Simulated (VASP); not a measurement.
# ZrO2 (Fm-3m) in VASP: further runs, part 2 of 2

VASP 6.6.1. Earlier steps stand in the parts before.

### 5 Relaxation of cell and atoms, PBE

This run uses another cell than the first one, of 10.86 Å³/atom.

Input file INCAR:

```
PREC = Accurate ; ENCUT = 600
EDIFF = 1E-7 ; ISMEAR = 0
SIGMA = 0.01 ; LREAL = F
LASPH = T ; NELM = 120
ALGO = Normal ; ISIF = 3
LWAVE = F ; LCHARG = F
GGA = PE ; IBRION = 2
NSW = 80 ; EDIFFG = -0.01
GGA_COMPAT = F ; NELMIN = 4
```

Input file KPOINTS:

```
Automatic mesh
0
Gamma
  8 8 8
```

Input file POSCAR:

```
ZrO2
1.0
    0.0000000000      2.5350000000      2.5350000000
    2.5350000000      0.0000000000      2.5350000000
    2.5350000000      2.5350000000      0.0000000000
Zr O
1 2
Direct
    0.0000000000      0.0000000000      0.0000000000
    0.2500000000      0.2500000000      0.2500000000
    0.7500000000      0.7500000000      0.7500000000
```

Potentials or basis: VASP PAW PBE potentials, release 64 (Zr_sv, O).

Launch:

```console
cat potpaw_PBE.64/Zr_sv/POTCAR potpaw_PBE.64/O/POTCAR > POTCAR
mpirun -np 1 vasp_std > vasp.out
```

OUTCAR:

```text
PREC = Accurate
   ENCUT = 600
   EDIFF = 1E-7
   ISMEAR = 0
   LREAL = F
   LASPH = T
   NELM = 120
   ISIF = 3
   GGA = PE
   IBRION = 2
   NSW = 80
   EDIFFG = -0.01
   NELMIN = 4

 ion  position               nearest neighbor table
   1  0.000  0.000  0.000-   3 2.20   3 2.20   3 2.20   2 2.20   3 2.20   2 2.20   2 2.20   2 2.20

   2  0.250  0.250  0.250-   1 2.20   1 2.20   1 2.20   1 2.20
   3  0.750  0.750  0.750-   1 2.20   1 2.20   1 2.20   1 2.20

  LATTYP: Found a face centered cubic cell.
 ALAT       =     5.0700000000

  Lattice vectors:

 A1 = (   0.0000000000,   2.5350000000,   2.5350000000)
 A2 = (   2.5350000000,   0.0000000000,   2.5350000000)
 A3 = (   2.5350000000,   2.5350000000,   0.0000000000)

Analysis of symmetry for initial positions (statically):
=====================================================================
 Subroutine PRICEL returns:
 Original cell was already a primitive cell.

 Routine SETGRP: Setting up the symmetry group for a
 face centered cubic supercell.

 Subroutine GETGRP returns: Found 48 space group operations
 (whereof 48 operations were pure point group operations)
 out of a pool of 48 trial point group operations.

The static configuration has the point symmetry O_h .

Analysis of symmetry for dynamics (positions and initial velocities):
=====================================================================
 Subroutine PRICEL returns:
 Original cell was already a primitive cell.

 Routine SETGRP: Setting up the symmetry group for a
 face centered cubic supercell.

 Subroutine GETGRP returns: Found 48 space group operations
 (whereof 48 operations were pure point group operations)
 out of a pool of 48 trial point group operations.

The dynamic configuration has the point symmetry O_h .

 Subroutine INISYM returns: Found 48 space group operations
 (whereof 48 operations are pure point group operations),
 and found     1 'primitive' translations

----------------------------------------------------------------------------------------

                                     Primitive cell

  volume of cell :      32.5810

  direct lattice vectors                    reciprocal lattice vectors
     0.000000000  2.535000000  2.535000000    -0.197238659  0.197238659  0.197238659
     2.535000000  0.000000000  2.535000000     0.197238659 -0.197238659  0.197238659
     2.535000000  2.535000000  0.000000000     0.197238659  0.197238659 -0.197238659

  length of vectors
     3.585031381  3.585031381  3.585031381     0.341627378  0.341627378  0.341627378

  position of ions in fractional coordinates (direct lattice)
     0.000000000  0.000000000  0.000000000
     0.250000000  0.250000000  0.250000000
     0.750000000  0.750000000  0.750000000

  ion indices of the primitive-cell ions
   primitive index   ion index
                 1           1
                 2           2
                 3           3

[... 50 lines left out ...]
  0.500000  0.250000  0.125000     48.000000
 -0.375000  0.250000  0.125000     24.000000
 [... further k-points ...]
   k-points           NKPTS =     29   k-points in BZ     NKDIM =     29   number of bands    NBANDS=     16
   number of dos      NEDOS =    301   number of ions     NIONS =      3
   total plane-waves  NPLWV =  27000
   dimension x,y,z NGX =    30 NGY =   30 NGZ =   30
   dimension x,y,z NGXF=    60 NGYF=   60 NGZF=   60
   ions per type =               1   2
   NGX,Y,Z   is equivalent  to a cutoff of  13.91, 13.91, 13.91 a.u.
   NGXF,Y,Z  is equivalent  to a cutoff of  27.82, 27.82, 27.82 a.u.
 SYSTEM =  unknown system
   PREC   = accura    normal or accurate (medium, high low for compatibility)
   ISTART =      0    job   : 0-new  1-cont  2-samecut
   ICHARG =      2    charge: 1-file 2-atom 10-const
   ISPIN  =      1    spin polarized calculation?
   LNONCOLLINEAR =      F non collinear calculations
   LSORBIT =      F    spin-orbit coupling
   LASPH  =      T    aspherical Exc in radial PAW
   ENCUT  =  600.0 eV  44.10 Ry    6.64 a.u.   7.16  7.16  7.16*2*pi/ulx,y,z
   NELM   =    120;   NELMIN=  4; NELMDL= -5     # of ELM steps
   EDIFF  = 0.1E-06   stopping-criterion for ELM
   LREAL  =      F    real-space projection
   EDIFFG = -.1E-01   stopping-criterion for IOM
   NSW    =     80    number of steps for IOM
   IBRION =      2    ionic relax: 0-MD 1-quasi-New 2-CG
   NFREE  =      1    steps in history (QN), initial steepest desc. (CG)
   ISIF   =      3    stress and relaxation
   ISYM   =      2    0-nonsym 1-usesym 2-fastsym
   POTIM  = 0.5000    time-step for ionic-motion
   TEBEG  =    0.0;   TEEND  =   0.0 temperature during run
   PSTRESS=    0.0 pullay stress
   NELECT =      24.0000    total number of electrons
   NUPDOWN=      -1.0000    fix difference up-down
   EMIN   =  10.00;   EMAX   =-10.00  energy-range for DOS
   EFERMI =   0.00;   METHOD = LEGACY
   ISMEAR =     0;   SIGMA  =   0.01  broadening in eV -4-tet -1-fermi 0-gaus
   EFERMI_NEDOS =   21; number of points for ismear=-14 and -15
   IALGO  =     38    algorithm
   IMIX   =      4    mixing-type and parameters
     AMIX     =   0.40;   BMIX     =  1.00
     AMIX_MAG =   1.60;   BMIX_MAG =  1.00
  volume/ion in A,a.u.               =      10.86        73.29
  Fermi-wavevector in a.u.,A,eV,Ry     =   1.478509  2.793977 29.742181  2.185989
  Thomas-Fermi vector in A             =   2.592781
   LORBIT       =      0    0 simple, 1 ext, 2 COOP (PROOUT), +10 PAW based schemes
   GGA     = PE    functional components
   LHFCALC =     F    Hartree Fock is set to
   AEXX    =    0.0000 exact exchange contribution
   IVDW    =     0    specifies the selected vdW correction
   LEPSILON=     F    determine dielectric tensor
   LRPA    =     F    only Hartree local field effects (RPA)
 conjugate gradient relaxation of ions
 non-spin polarized calculation
 Gauss-broadening in eV      SIGMA  =   0.01
  energy-cutoff  :      600.00
  volume of cell :       32.58
 maximum number of plane-waves:      1106
 NGX is ok and might be reduce to    30
   NGX = 15   NGY = 15   NGZ = 15

--------------------------------------- Ionic step        1  -------------------------------------------

 number of electron      23.9999997 magnetization

 Free energy of the ion-electron system (eV)
  ---------------------------------------------------
  ext. energy  EPLUGINS =         0.00000000
  ---------------------------------------------------
  free energy    TOTEN  =       -28.55177058 eV

  energy without entropy =      -28.55177058  energy(sigma->0) =      -28.55177058

------------------------ aborting loop because EDIFF is reached ----------------------------------------

  FORCE on cell =-STRESS in cart. coord.  units (eV):
  Direction    XX          YY          ZZ          XY          YZ          ZX
  --------------------------------------------------------------------------------------
  -------------------------------------------------------------------------------------
  Total        1.3941365      1.3941365      1.3941365     -0.0000000      0.0000000     -0.0000000
  in kB       68.5570321     68.5570321     68.5570321     -0.0000000      0.0000000     -0.0000000
  external PRESSURE =      68.5570321 kB  Pullay stress =       0.0000000 kB
[... 61 lines left out ...]
--------------------------------------- Ionic step        3  -------------------------------------------

 number of electron      23.9999994 magnetization

 Free energy of the ion-electron system (eV)
  ---------------------------------------------------
  ext. energy  EPLUGINS =         0.00000000
  ---------------------------------------------------
  free energy    TOTEN  =       -28.57071266 eV

  energy without entropy =      -28.57071266  energy(sigma->0) =      -28.57071266

 E-fermi :   7.1540     XC(G=0): -11.6971

 val. band max:        7.0427333344   @ k =   0.5000   0.5000   0.0000
 cond. band min:      10.3526013488   @ k =   0.0000   0.0000   0.0000
 fundamental gap:      3.3098680143
 Fermi energy:         7.1540472515

 k-point     1 :       0.0000    0.0000    0.0000
  band No.  band energies     occupation
      1     -41.1204      2.00000
      2     -18.9384      2.00000
      3     -18.9384      2.00000
      4     -18.9384      2.00000
      5     -11.0770      2.00000
      6      -8.5787      2.00000
[... 433 lines left out ...]
      3     -19.1938      2.00000
      4     -19.0407      2.00000
      5      -9.7578      2.00000
      6      -9.1760      2.00000
[... 8 lines left out ...]
     15      13.0468      0.00000
     16      14.2287      0.00000

 [... further k-points ...]

------------------------ aborting loop because EDIFF is reached ----------------------------------------

  FORCE on cell =-STRESS in cart. coord.  units (eV):
  Direction    XX          YY          ZZ          XY          YZ          ZX
  --------------------------------------------------------------------------------------
  -------------------------------------------------------------------------------------
  Total       -0.0128511     -0.0128511     -0.0128511     -0.0000000     -0.0000000      0.0000000
  in kB       -0.6146721     -0.6146721     -0.6146721     -0.0000000     -0.0000000      0.0000000
  external PRESSURE =      -0.6146721 kB  Pullay stress =       0.0000000 kB
[... 18 lines left out ...]
  FREE ENERGIE OF THE ION-ELECTRON SYSTEM (eV)
  ---------------------------------------------------
  free  energy   TOTEN  =       -28.5707126625 eV

  energy  without entropy=      -28.5707126625  energy(sigma->0) =      -28.57071266

 reached required accuracy - stopping structural energy minimisation
```

OSZICAR:

```text
N       E                     dE             d eps       ncg     rms          rms(c)
DAV:   1     0.211082038563E+03    0.21108E+03   -0.15868E+04   928   0.172E+03
DAV:   2    -0.255407721963E+02   -0.23662E+03   -0.23159E+03  1192   0.409E+02
DAV:   3    -0.347214751710E+02   -0.91807E+01   -0.91712E+01  1432   0.807E+01
[... 31 lines left out ...]
DAV:   5    -0.285698089557E+02   -0.20887E-02   -0.17235E-03  1512   0.250E-01    0.181E-01
DAV:   6    -0.285706985987E+02   -0.88964E-03   -0.14315E-03  1488   0.227E-01    0.260E-02
DAV:   7    -0.285707074000E+02   -0.88012E-05   -0.28834E-05   992   0.475E-02    0.124E-02
DAV:   8    -0.285707128557E+02   -0.54557E-05   -0.75720E-06  1376   0.230E-02    0.259E-03
DAV:   9    -0.285707127242E+02    0.13141E-06   -0.14680E-07   792   0.348E-03    0.998E-04
DAV:  10    -0.285707126625E+02    0.61728E-07   -0.37508E-08   464   0.174E-03
   3 F= -.28570713E+02 E0= -.28570713E+02  d E =-.189421E-01
```

Run time: 36 s. Hardware: 1 thread of AMD EPYC 9R45 (Zen 5), shared host; peak memory 0.15 GiB.

Results:

```
Free energy                           : -28.5707 eV
Relaxed volume                        : 11.17 Å³/atom
Relaxed cell                          : a = 3.618 Å, b = 3.618 Å, c = 3.618 Å, α = 60.00°, β = 60.00°, γ = 60.00°
Space group after relaxing (to 0.1 Å) : Fm-3m (No. 225)
Energy gained by relaxing             : 6.3 meV/atom
Ionic steps                           : 3
Pressure after relaxing               : -0.1 GPa
Band gap on the k mesh                : 3.31 eV (least direct gap 3.74 eV)
```

The path:
```tsv
step	energy change (eV)	largest force (eV/Å)	pressure (GPa)	volume (Å³)
1	0.0000	0.0000	6.86	32.58
2	0.0175	0.0000	-8.45	34.82
3	-0.0189	0.0000	-0.06	33.50
```

Final structure:
```xyz
3
Lattice="0.0000 2.5585 2.5585 2.5585 0.0000 2.5585 2.5585 2.5585 0.0000" Properties=species:S:1:pos:R:3 pbc="T T T"
Zr    0.0000    0.0000    0.0000
O     1.2793    1.2793    1.2793
O     3.8378    3.8378    3.8378
```

### 6 Relaxation of cell and atoms, PBE, target pressure 2 GPa, at which the enthalpy is minimised

This run uses another cell than the first one, of 10.86 Å³/atom.

Input file INCAR:

```
  ALGO = Normal
  EDIFF = 1E-7
  EDIFFG = -0.01
  ENCUT = 600
  GGA = PE
  GGA_COMPAT = F
  IBRION = 2
  ISIF = 3
  ISMEAR = 0
  LASPH = T
  LCHARG = F
  LREAL = F
  LWAVE = F
  NELM = 120
  NELMIN = 4
  NSW = 80
  PREC = Accurate
  PSTRESS = 20.0
  SIGMA = 0.01
```

Input file KPOINTS:

```
k-points
0
Gamma
  8 8 8
```

POSCAR is that of step 5.

Potentials or basis: VASP PAW PBE potentials, release 64 (Zr_sv, O).

Launch:

```console
cat potpaw_PBE.64/Zr_sv/POTCAR potpaw_PBE.64/O/POTCAR > POTCAR
mpirun -np 1 vasp_std > vasp.out
```

OUTCAR:

```text
EDIFF = 1E-7
   EDIFFG = -0.01
   ENCUT = 600
   GGA = PE
   IBRION = 2
   ISIF = 3
   ISMEAR = 0
   LASPH = T
   LREAL = F
   NELM = 120
   NELMIN = 4
   NSW = 80
   PREC = Accurate
   PSTRESS = 20.0

 ion  position               nearest neighbor table
   1  0.000  0.000  0.000-   3 2.20   3 2.20   3 2.20   2 2.20   3 2.20   2 2.20   2 2.20   2 2.20

   2  0.250  0.250  0.250-   1 2.20   1 2.20   1 2.20   1 2.20
   3  0.750  0.750  0.750-   1 2.20   1 2.20   1 2.20   1 2.20

  LATTYP: Found a face centered cubic cell.
 ALAT       =     5.0700000000

  Lattice vectors:

 A1 = (   0.0000000000,   2.5350000000,   2.5350000000)
 A2 = (   2.5350000000,   0.0000000000,   2.5350000000)
 A3 = (   2.5350000000,   2.5350000000,   0.0000000000)

Analysis of symmetry for initial positions (statically):
=====================================================================
 Subroutine PRICEL returns:
 Original cell was already a primitive cell.

 Routine SETGRP: Setting up the symmetry group for a
 face centered cubic supercell.

 Subroutine GETGRP returns: Found 48 space group operations
[... 174 lines left out ...]
  Direction    XX          YY          ZZ          XY          YZ          ZX
  --------------------------------------------------------------------------------------
  -------------------------------------------------------------------------------------
  Total        1.3941365      1.3941365      1.3941365     -0.0000000      0.0000000     -0.0000000
  in kB       68.5570321     68.5570321     68.5570321     -0.0000000      0.0000000     -0.0000000
  external PRESSURE =      48.5570321 kB  Pullay stress =      20.0000000 kB
[... 65 lines left out ...]
--------------------------------------- Ionic step        3  -------------------------------------------

 number of electron      23.9999994 magnetization

 Free energy of the ion-electron system (eV)
  ---------------------------------------------------
  ext. energy  EPLUGINS =         0.00000000
  ---------------------------------------------------
  free energy    TOTEN  =       -28.56904656 eV

  energy without entropy =      -28.56904656  energy(sigma->0) =      -28.56904656

 E-fermi :   7.1829     XC(G=0): -11.7425

 val. band max:        7.1375854089   @ k =   0.5000   0.5000   0.0000
 cond. band min:      10.4711427375   @ k =   0.0000   0.0000   0.0000
 fundamental gap:      3.3335573286
 Fermi energy:         7.1829356027

 k-point     1 :       0.0000    0.0000    0.0000
  band No.  band energies     occupation
      1     -40.9852      2.00000
      2     -18.8045      2.00000
      3     -18.8045      2.00000
      4     -18.8045      2.00000
      5     -11.0226      2.00000
      6      -8.4932      2.00000
[... 433 lines left out ...]
      3     -19.0702      2.00000
      4     -18.9105      2.00000
      5      -9.6852      2.00000
      6      -9.0853      2.00000
[... 8 lines left out ...]
     15      13.2161      0.00000
     16      14.4008      0.00000

 [... further k-points ...]

------------------------ aborting loop because EDIFF is reached ----------------------------------------

  FORCE on cell =-STRESS in cart. coord.  units (eV):
  Direction    XX          YY          ZZ          XY          YZ          ZX
  --------------------------------------------------------------------------------------
  -------------------------------------------------------------------------------------
  Total        0.4090392      0.4090392      0.4090392      0.0000000      0.0000000     -0.0000000
  in kB       19.7310094     19.7310094     19.7310094      0.0000000      0.0000000     -0.0000000
  external PRESSURE =      -0.2689906 kB  Pullay stress =      20.0000000 kB
[... 22 lines left out ...]
  energy  without entropy=      -28.5690465575  energy(sigma->0) =      -28.56904656

  enthalpy is  TOTEN    =       -28.1544310230 eV   P V=        0.4146155345

 reached required accuracy - stopping structural energy minimisation
```

Run time: 35 s. Hardware: 1 thread of AMD EPYC 9R45 (Zen 5), shared host; peak memory 0.15 GiB.

Results:

```yaml
Free_energy: -28.5690 eV
Relaxed_volume: 11.07 Å³/atom
Relaxed_cell: a = 3.608 Å, b = 3.608 Å, c = 3.608 Å, α = 60.00°, β = 60.00°, γ = 60.00°
Space_group_after_relaxing_to_0.1_Å: Fm-3m (No. 225)
Energy_change_on_relaxing_the_run_minimises_the_enthalpy: -5.8 meV/atom
Ionic_steps: 3
Pressure_after_relaxing: 2.0 GPa
Band_gap_on_the_k_mesh: 3.33 eV (least direct gap 3.77 eV)
```

The path:
| step | energy change (eV) | largest force (eV/Å) | pressure (GPa) | volume (Å³) |
| --- | --- | --- | --- | --- |
| 1 | 0.0000 | 0.0000 | 6.86 | 32.58 |
| 2 | -0.0094 | 0.0000 | -4.47 | 34.16 |
| 3 | -0.0173 | 0.0000 | 1.97 | 33.21 |

Final structure:
```cif
data_structure
_symmetry_space_group_name_H-M 'P 1'
_symmetry_Int_Tables_number 1
_cell_length_a 3.6081
_cell_length_b 3.6081
_cell_length_c 3.6081
_cell_angle_alpha 60.000
_cell_angle_beta 60.000
_cell_angle_gamma 60.000
_cell_volume 33.21
loop_
_atom_site_label
_atom_site_type_symbol
_atom_site_fract_x
_atom_site_fract_y
_atom_site_fract_z
_atom_site_occupancy
Zr1 Zr 0.00000 0.00000 0.00000 1
O1 O 0.25000 0.25000 0.25000 1
O2 O 0.75000 0.75000 0.75000 1
```

Levels at points of the mesh, in eV from the valence-band top:
| k point | band 9 | band 10 | band 11 | band 12 | band 13 | band 14 | band 15 | band 16 |
| --- | --- | --- | --- | --- | --- | --- | --- | --- |
| (0.00, 0.00, 0.00) | -5.19 | -0.53 | -0.53 | -0.53 | 3.33 | 3.33 | 6.53 | 9.28 |
| (0.50, 0.00, 0.00) | -2.51 | -2.47 | -1.63 | -1.63 | 3.97 | 3.97 | 6.02 | 8.38 |
| (0.50, 0.50, 0.00) | -3.13 | -1.50 | -1.50 | 0.00 | 3.77 | 4.70 | 5.76 | 7.21 |

Caveat: the cell is relaxed towards a set pressure, so the run minimises the enthalpy, not the energy. Zero-point motion and thermal expansion aren't in these numbers.

### 7 Summary

| task | cell | gap on the mesh (eV) | pressure (GPa) |
| --- | --- | --- | --- |
| single point | a = 3.580 Å, angles 60.0°, 3 atoms | 3.40 | 8.1 |
| single point | a = 3.617 Å, angles 60.0°, 3 atoms | 3.31 | 0.1 |
| single point | a = 3.607 Å, angles 60.0°, 3 atoms | 3.34 | 2.1 |
| relaxation of cell and atoms | relaxed from a = 3.585 Å, angles 60.0°, 3 atoms | 3.31 | -0.1 |
| relaxation of cell and atoms | relaxed to 2 GPa from a = 3.585 Å, angles 60.0°, 3 atoms | 3.33 | 2.0 |

Alike in all rows: level PBE; potentials or basis VASP PAW PBE potentials, release 64 (Zr_sv, O); no spin polarisation; k mesh 8 × 8 × 8; cutoff (eV) 600; smearing gaussian 0.01 eV.

Caveats: the cell stands under pressure (at least some runs); the cell is relaxed towards a set pressure, so the run minimises the enthalpy, not the energy (at least some runs).

Total energies depend on the potentials used, so only differences within one code and one set of settings carry meaning.
